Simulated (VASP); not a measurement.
A run of VASP 6.6.1:

INCAR

```
SYSTEM = Rb2YInF6
  ALGO = Normal
  EDIFF = 1E-6
  ENCUT = 520
  GGA = PS
  ISIF = 2
  ISMEAR = -1
  LASPH = .True.
  LCHARG = .False.
  LREAL = .False.
  LWAVE = .False.
  NBANDS = 53
  NELM = 80
  PREC = Accurate
  SIGMA = 0.02
```

Contents of KPOINTS:

```
k-points
0
Gamma
  3 3 3
  0 0 0
```

File POSCAR:

```
Rb2YInF6
1.0
    0.0000000000      4.7164952355      4.7164952355
    4.7164952355      0.0000000000      4.7164952355
    4.7164952355      4.7164952355      0.0000000000
Rb Y In F
2 1 1 6
Direct
    0.7500000000      0.7500000000      0.7500000000
    0.2500000000      0.2500000000      0.2500000000
    0.0000000000      0.0000000000      0.0000000000
    0.5000000000      0.5000000000      0.5000000000
    0.7717061370      0.2282938630      0.2282938630
    0.2282938630      0.2282938630      0.7717061370
    0.2282938630      0.7717061370      0.7717061370
    0.2282938630      0.7717061370      0.2282938630
    0.7717061370      0.2282938630      0.7717061370
    0.7717061370      0.7717061370      0.2282938630
```

Potentials or basis: VASP PAW PBE potentials, release 64 (Rb_sv, Y_sv, In_d, F).

Command:

```sh
$ cat potpaw_PBE.64/Rb_sv/POTCAR potpaw_PBE.64/Y_sv/POTCAR potpaw_PBE.64/In_d/POTCAR potpaw_PBE.64/F/POTCAR > POTCAR
$ mpirun -np 1 vasp_std > vasp.out
```

Hardware: 1 thread of Intel(R) Xeon(R) Platinum 8488C (Sapphire Rapids) (shared host).

**Question.** How long does it take, and how much memory?

**Answer.** Wall time 51 s on 1 thread of Intel(R) Xeon(R) Platinum 8488C (Sapphire Rapids), with other jobs on the host, peak memory 0.38 GiB. Counts: scf iterations 14, k points 4.
